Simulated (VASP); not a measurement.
# BAs (rocksalt type) (Fm-3m) in VASP: notebook, part 3 of 3

VASP 6.6.1. Earlier steps stand in the parts before.

### Step 6. Single point, r2SCAN

This run uses another cell than the first one, of 12.19 Å³/atom, 1.250 times its volume.

POSCAR

```
BAs
1.0
    0.0000000000      2.3012252255      2.3012252255
    2.3012252255      0.0000000000      2.3012252255
    2.3012252255      2.3012252255      0.0000000000
B As
1 1
Direct
    0.0000000000      0.0000000000      0.0000000000
    0.5000000000      0.5000000000      0.5000000000
```

INCAR.step1

```
PREC = Accurate
ENCUT = 520
ISMEAR = -1
SIGMA = 0.05
LREAL = F
LASPH = T
NELM = 60
NBANDS = 11
GGA = PE
ALGO = Normal
EDIFF = 1E-4
LWAVE = T
LCHARG = F
```

INCAR.step2

```
PREC = Accurate
ENCUT = 520
EDIFF = 1E-7
ISMEAR = -1
SIGMA = 0.05
LREAL = F
LASPH = T
NELM = 60
ALGO = Normal
ISIF = 2
LWAVE = F
LCHARG = T
METAGGA = R2SCAN
LMIXTAU = T
LELF = T
LVHAR = T
NBANDS = 11
ISTART = 1
```

KPOINTS

```
regular mesh
0
Gamma
  15 15 15
```

Potentials or basis: VASP PAW PBE potentials, release 64 (B, As).

On the command line:

```bash
$ cat potpaw_PBE.64/B/POTCAR potpaw_PBE.64/As/POTCAR > POTCAR
$ cp INCAR.step1 INCAR
$ mpirun -np 1 vasp_std > vasp.out
$ cp INCAR.step2 INCAR
$ mpirun -np 1 vasp_std > vasp.out
```

OUTCAR:

```text
PREC = Accurate
   ENCUT = 520
   EDIFF = 1E-7
   ISMEAR = -1
   LREAL = F
   LASPH = T
   NELM = 60
   ISIF = 2
   METAGGA = R2SCAN
   ISTART = 1

 ion  position               nearest neighbor table
   1  0.000  0.000  0.000-   2 2.30   2 2.30   2 2.30   2 2.30   2 2.30   2 2.30
   2  0.500  0.500  0.500-   1 2.30   1 2.30   1 2.30   1 2.30   1 2.30   1 2.30

  LATTYP: Found a face centered cubic cell.
 ALAT       =     4.6024504510

  Lattice vectors:

 A1 = (   0.0000000000,   2.3012252255,   2.3012252255)
 A2 = (   2.3012252255,   0.0000000000,   2.3012252255)
 A3 = (   2.3012252255,   2.3012252255,   0.0000000000)

Analysis of symmetry for initial positions (statically):
=====================================================================
 Subroutine PRICEL returns:
 Original cell was already a primitive cell.

 Routine SETGRP: Setting up the symmetry group for a
 face centered cubic supercell.

 Subroutine GETGRP returns: Found 48 space group operations
 (whereof 48 operations were pure point group operations)
 out of a pool of 48 trial point group operations.

The static configuration has the point symmetry O_h .

[... 162 lines left out ...]
 cond. band min:       7.3259165921   @ k =   0.2667   0.0000   0.0000
 fundamental gap:      0.0752154358
 Fermi energy:         7.2856027858

 k-point     1 :       0.0000    0.0000    0.0000
  band No.  band energies     occupation
      1      -9.4922      2.00000
      2       7.2398      1.42878
      3       7.2398      1.42878
      4       7.2398      1.42877
      5      11.1886      0.00000
      6      15.5191      0.00000
      7      15.5191      0.00000
      8      15.5191      0.00000
      9      16.6388      0.00000
     10      16.6388      0.00000
     11      16.6388      0.00000
[... 309 lines left out ...]
 k-point    24 :       0.2000    0.1333    0.0000
  band No.  band energies     occupation
      1      -8.6852      2.00000
      2       4.5783      2.00000
      3       5.9154      2.00000
      4       6.6128      2.00000
      5       9.9215      0.00000
      6      13.9544      0.00000
      7      14.6403      0.00000
      8      15.5729      0.00000
      9      15.9070      0.00000
     10      19.5781      0.00000
     11      19.6376      0.00000

 [... further k-points ...]
[... 5 lines left out ...]
  --------------------------------------------------------------------------------------
  -------------------------------------------------------------------------------------
  Total        0.0222186      0.0222186      0.0222186     -0.0000000     -0.0000000      0.0000000
  in kB        1.4605633      1.4605633      1.4605633     -0.0000000     -0.0000000      0.0000000
  external PRESSURE =       1.4605633 kB  Pullay stress =       0.0000000 kB

 VOLUME and BASIS-vectors are now :
 -----------------------------------------------------------------------------
  energy-cutoff  :      520.00
  volume of cell :       24.37
      direct lattice vectors                 reciprocal lattice vectors
     0.000000000  2.301225226  2.301225226    -0.217275560  0.217275560  0.217275560
     2.301225226  0.000000000  2.301225226     0.217275560 -0.217275560  0.217275560
     2.301225226  2.301225226  0.000000000     0.217275560  0.217275560 -0.217275560

 POSITION                                       TOTAL-FORCE (eV/Angst)
 -----------------------------------------------------------------------------------
      0.00000      0.00000      0.00000        -0.000000     -0.000000      0.000000
      2.30123      2.30123      2.30123         0.000000      0.000000     -0.000000
 -----------------------------------------------------------------------------------
    total drift:                                0.000000     -0.000000     -0.000000

  FREE ENERGIE OF THE ION-ELECTRON SYSTEM (eV)
  ---------------------------------------------------
  free  energy   TOTEN  =       -20.1967949595 eV

  energy  without entropy=      -20.1918902280  energy(sigma->0) =      -20.19434259
```

It took 2.4 min on 1 thread of AMD EPYC 7R43 (Zen 3), shared host; peak memory 0.13 GiB.

What came out:

```yaml
Free_energy: -20.1968 eV
Pressure: 0.1 GPa
Band_gap_on_the_k_mesh: zero (band 4 reaches 8.80 eV, above the bottom of band 5 at 3.69 eV)
```

Levels at points of the mesh, in eV from the Fermi level:
| k point | band 1 | band 2 | band 3 | band 4 | band 5 | band 6 | band 7 | band 8 | band 9 |
| --- | --- | --- | --- | --- | --- | --- | --- | --- | --- |
| (0.00, 0.00, 0.00) | -16.78 | -0.05 | -0.05 | -0.05 | 3.90 | 8.23 | 8.23 | 8.23 | 9.35 |

Caveat: the PAW data sets were made with another functional, which shifts forces and pressure a little.

### Step 7. Relaxation of cell and atoms, r2SCAN

This run uses another cell than the first one, of 10.00 Å³/atom, 1.026 times its volume.

POSCAR

```
BAs
1.0
    0.0000000000      2.1544346900      2.1544346900
    2.1544346900      0.0000000000      2.1544346900
    2.1544346900      2.1544346900      0.0000000000
B As
1 1
Direct
    0.0000000000      0.0000000000      0.0000000000
    0.5000000000      0.5000000000      0.5000000000
```

INCAR.step1

```
SYSTEM = BAs
  ALGO = Normal
  EDIFF = 1E-4
  ENCUT = 600
  GGA = PE
  ISMEAR = -1
  LASPH = .True.
  LCHARG = .False.
  LREAL = .False.
  LWAVE = .True.
  NELM = 60
  PREC = Accurate
  SIGMA = 0.05
```

INCAR.step2

```
SYSTEM = BAs
  ALGO = Normal
  EDIFF = 1E-7
  EDIFFG = -0.005
  ENCUT = 600
  IBRION = 2
  ISIF = 3
  ISMEAR = -1
  ISTART = 1
  LASPH = .True.
  LCHARG = .False.
  LMIXTAU = .True.
  LREAL = .False.
  LWAVE = .False.
  METAGGA = R2SCAN
  NELM = 60
  NSW = 60
  PREC = Accurate
  SIGMA = 0.05
```

KPOINTS

```
k-points
0
Gamma
  15 15 15
  0 0 0
```

Potentials or basis: VASP PAW PBE potentials, release 64 (B, As).

On the command line:

```bash
$ cat potpaw_PBE.64/B/POTCAR potpaw_PBE.64/As/POTCAR > POTCAR
$ cp INCAR.step1 INCAR
$ mpirun -np 1 vasp_std > vasp.out
$ cp INCAR.step2 INCAR
$ mpirun -np 1 vasp_std > vasp.out
```

OUTCAR:

```text
SYSTEM = BAs
   EDIFF = 1E-7
   EDIFFG = -0.005
   ENCUT = 600
   IBRION = 2
   ISIF = 3
   ISMEAR = -1
   ISTART = 1
   LASPH = .True.
   LREAL = .False.
   METAGGA = R2SCAN
   NELM = 60
   NSW = 60
   PREC = Accurate

 ion  position               nearest neighbor table
   1  0.000  0.000  0.000-   2 2.15   2 2.15   2 2.15   2 2.15   2 2.15   2 2.15
   2  0.500  0.500  0.500-   1 2.15   1 2.15   1 2.15   1 2.15   1 2.15   1 2.15

  LATTYP: Found a face centered cubic cell.
 ALAT       =     4.3088693800

  Lattice vectors:

 A1 = (   0.0000000000,   2.1544346900,   2.1544346900)
 A2 = (   2.1544346900,   0.0000000000,   2.1544346900)
 A3 = (   2.1544346900,   2.1544346900,   0.0000000000)

Analysis of symmetry for initial positions (statically):
=====================================================================
 Subroutine PRICEL returns:
 Original cell was already a primitive cell.

 Routine SETGRP: Setting up the symmetry group for a
 face centered cubic supercell.

 Subroutine GETGRP returns: Found 48 space group operations
 (whereof 48 operations were pure point group operations)
 out of a pool of 48 trial point group operations.

The static configuration has the point symmetry O_h .

[... 269 lines left out ...]

 number of electron       7.9999999 magnetization

------------------------ aborting loop because EDIFF is reached ----------------------------------------
[... 67 lines left out ...]
--------------------------------------- Ionic step       17  -------------------------------------------

 number of electron       7.9999999 magnetization

 Free energy of the ion-electron system (eV)
  ---------------------------------------------------
  ext. energy  EPLUGINS =         0.00000000
  ---------------------------------------------------
  free energy    TOTEN  =       -20.19647963 eV

  energy without entropy =      -20.19158013  energy(sigma->0) =      -20.19402988

 E-fermi :   7.2778     XC(G=0): -12.0633

 val. band max:        7.2421075325   @ k =  -0.4000   0.4667   0.1333
 cond. band min:       7.3186536709   @ k =   0.2667   0.0000   0.0000
 fundamental gap:      0.0765461384
 Fermi energy:         7.2777549560

 k-point     1 :       0.0000    0.0000    0.0000
  band No.  band energies     occupation
      1      -9.4931      2.00000
      2       7.2323      1.42556
      3       7.2323      1.42556
      4       7.2323      1.42556
      5      11.1719      0.00000
      6      15.5071      0.00000
      7      15.5071      0.00000
      8      15.5071      0.00000
[... 243 lines left out ...]
 k-point    24 :       0.2000    0.1333    0.0000
  band No.  band energies     occupation
      1      -8.6866      2.00000
      2       4.5708      2.00000
      3       5.9090      2.00000
      4       6.6049      2.00000
      5       9.9133      0.00000
      6      13.9394      0.00000
      7      14.6332      0.00000
      8      15.5612      0.00000

 [... further k-points ...]

------------------------ aborting loop because EDIFF is reached ----------------------------------------

  FORCE on cell =-STRESS in cart. coord.  units (eV):
  Direction    XX          YY          ZZ          XY          YZ          ZX
  --------------------------------------------------------------------------------------
  -------------------------------------------------------------------------------------
  Total        0.0089553      0.0089553      0.0089553      0.0000000      0.0000000     -0.0000000
  in kB        0.5883162      0.5883162      0.5883162      0.0000000      0.0000000     -0.0000000
  external PRESSURE =       0.5883162 kB  Pullay stress =       0.0000000 kB
[... 17 lines left out ...]
  FREE ENERGIE OF THE ION-ELECTRON SYSTEM (eV)
  ---------------------------------------------------
  free  energy   TOTEN  =       -20.1964796266 eV

  energy  without entropy=      -20.1915801346  energy(sigma->0) =      -20.19402988

 reached required accuracy - stopping structural energy minimisation
```

OUTCAR.step1:

```text
SYSTEM = BAs
   EDIFF = 1E-4
   ENCUT = 600
   GGA = PE
   ISMEAR = -1
   LASPH = .True.
   LREAL = .False.
[... 483 lines left out ...]
      0.00000      0.00000      0.00000         0.000000      0.000000      0.000000
      2.15443      2.15443      2.15443         0.000000     -0.000000     -0.000000
 -----------------------------------------------------------------------------------
    total drift:                                0.000000     -0.000000     -0.000000

  FREE ENERGIE OF THE ION-ELECTRON SYSTEM (eV)
  ---------------------------------------------------
  free  energy   TOTEN  =        -9.1216545410 eV

  energy  without entropy=       -9.1153800847  energy(sigma->0) =       -9.11851731
```

It took 17 min on 1 thread of AMD EPYC 7R43 (Zen 3), shared host; peak memory 0.13 GiB.

What came out:

```
Free energy                            : -20.1965 eV
Relaxed volume                         : 12.19 Å³/atom
Relaxed cell                           : a = 3.255 Å, b = 3.255 Å, c = 3.255 Å, α = 60.00°, β = 60.00°, γ = 60.00°
Space group after relaxing (to 0.05 Å) : Fm-3m (No. 225)
Energy gained by relaxing              : 234.4 meV/atom
Ionic steps                            : 17
Pressure after relaxing                : 0.1 GPa
Band gap on the k mesh                 : zero (band 4 reaches 8.79 eV, above the bottom of band 5 at 3.68 eV)
```

The path:
| step | energy change (eV) | largest force (eV/Å) | pressure (GPa) | volume (Å³) |
| --- | --- | --- | --- | --- |
| 1 | 0.0000 | 0.0000 | 40.26 | 20.00 |
| 2 | -0.2737 | 0.0000 | -14.48 | 28.19 |
| 3 | -0.4688 | 0.0000 | -0.18 | 24.43 |
| 4 | -0.4687 | 0.0000 | 0.35 | 24.34 |
| 5 | -0.4687 | 0.0000 | 0.34 | 24.34 |
| 6 | -0.4687 | 0.0000 | 0.33 | 24.34 |
| 7 | -0.4687 | 0.0000 | 0.33 | 24.34 |
| 8 | -0.4687 | 0.0000 | 0.33 | 24.34 |
| 9 | -0.4687 | 0.0000 | 0.33 | 24.34 |
| 10 | -0.4687 | 0.0000 | 0.33 | 24.34 |
| 11 | -0.4687 | 0.0000 | 0.32 | 24.34 |
| 12 | -0.4687 | 0.0000 | 0.32 | 24.34 |
| 13 | -0.4687 | 0.0000 | 0.31 | 24.34 |
| 14 | -0.4687 | 0.0000 | 0.30 | 24.35 |
| 15 | -0.4687 | 0.0000 | 0.28 | 24.35 |
| 16 | -0.4688 | 0.0000 | 0.19 | 24.36 |
| 17 | -0.4688 | 0.0000 | 0.06 | 24.39 |

Final structure:
```
CELL_PARAMETERS angstrom
0.00000 2.30170 2.30170
2.30170 0.00000 2.30170
2.30170 2.30170 0.00000
ATOMIC_POSITIONS crystal
B 0.00000 0.00000 0.00000
As 0.50000 0.50000 0.50000
```

Caveat: the volume moved by over 15 % at a fixed basis, so the end points are rough; the PAW data sets were made with another functional, which shifts forces and pressure a little.

### Step 8. The runs side by side

```tsv
task	cell	cutoff (eV)	gap on the mesh (eV)	pressure (GPa)
single point	a = 3.021 Å, angles 60.0°, 2 atoms	520	none	47.8
single point	a = 3.119 Å, angles 60.0°, 2 atoms	520	none	22.8
single point	a = 3.188 Å, angles 60.0°, 2 atoms	520	none	9.7
single point	a = 3.254 Å, angles 60.0°, 2 atoms	520	none	0.1
relaxation of cell and atoms	relaxed from a = 3.047 Å, angles 60.0°, 2 atoms	600	none	0.1
```

Alike in all rows: level r2SCAN; potentials or basis VASP PAW PBE potentials, release 64 (B, As); no spin polarisation; k mesh 15 × 15 × 15; smearing fermi-dirac 0.05 eV.

Caveats: the PAW data sets were made with another functional, which shifts forces and pressure a little; the volume moved by over 15 % at a fixed basis, so the end points are rough (some runs).

Total energies depend on the potentials used, so only differences within one code and one set of settings carry meaning.
